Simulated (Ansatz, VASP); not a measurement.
# Y in VASP and in Ansatz

The input POSCAR:

```
Y
1.0
    3.2665525458      0.0000000000      0.0000000000
    0.0000000000      3.2665525458      0.0000000000
    0.0000000000      0.0000000000      3.2665525458
Y
1
Direct
    0.0000000000      0.0000000000      0.0000000000
```

Contents of INCAR.step1:

```
SYSTEM = Y
PREC = Accurate
ENCUT = 550
ISMEAR = -1
SIGMA = 0.1
LREAL = .False.
LASPH = .True.
NELM = 120
NBANDS = 12
GGA = PE
ALGO = Normal
EDIFF = 1E-5
LWAVE = .True.
LCHARG = .False.
GGA_COMPAT = .False.
```

File INCAR.step2:

```
SYSTEM = Y
PREC = Accurate
ENCUT = 550
EDIFF = 1E-6
ISMEAR = -1
SIGMA = 0.1
LREAL = .False.
LASPH = .True.
NELM = 120
ALGO = Normal
ISIF = 2
LWAVE = .False.
LCHARG = .True.
METAGGA = R2SCAN
LMIXTAU = .True.
LELF = .True.
LVHAR = .True.
NBANDS = 12
ISTART = 1
GGA_COMPAT = .False.
```

The input KPOINTS:

```
regular mesh
0
Gamma
  11 11 11
  0 0 0
```

Input for Ansatz:

```yaml
crystal:
  lattice:
    - [3.2665525458, 0.0, 0.0]
    - [0.0, 3.2665525458, 0.0]
    - [0.0, 0.0, 3.2665525458]
  atoms:
    - { symbol: "Y", position: [0.0, 0.0, 0.0] }
hamiltonian:
  xc: r2scan
  pseudopotentials:
    kind: paw
    azcp:
      "Y": "pseudopotentials/Y.paw.azcp"
basis:
  ecutwfc: 500
  fft_grid_basis: typed
kpoints:
  mp_grid: { grid: [11, 11, 11], shift: [0, 0, 0] }
magnetization:
  spin_polarized: false
scf:
  occupations: { method: fermi_dirac, width: 0.1 }
  lower_state_search: "off"
output:
  stress: true
```

Alike in both runs: task single point; functional r2SCAN; k mesh 11 × 11 × 11; occupations fermi-dirac, width 0.1 eV; no spin polarisation.

|  | VASP | Ansatz |
| --- | --- | --- |
| version | VASP 6.6.1 | Ansatz 0.2.0 |
| potentials or method | VASP PAW PBE potentials, release 64 (Y_sv), cutoff 550 eV | plane waves (500 eV) with PAW, scalar-relativistic |
| valence electrons in the cell | 11 | 11 |

VASP gave:

```
pressure (GPa) : 0.0
```

**Question.** What did Ansatz give for the same quantities?

**Answer.** Pressure (GPa): -0.1.

VASP's potentials were made for PBE, not for r2SCAN. With one functional, cell and mesh, what is left measures potentials, basis and numerics.
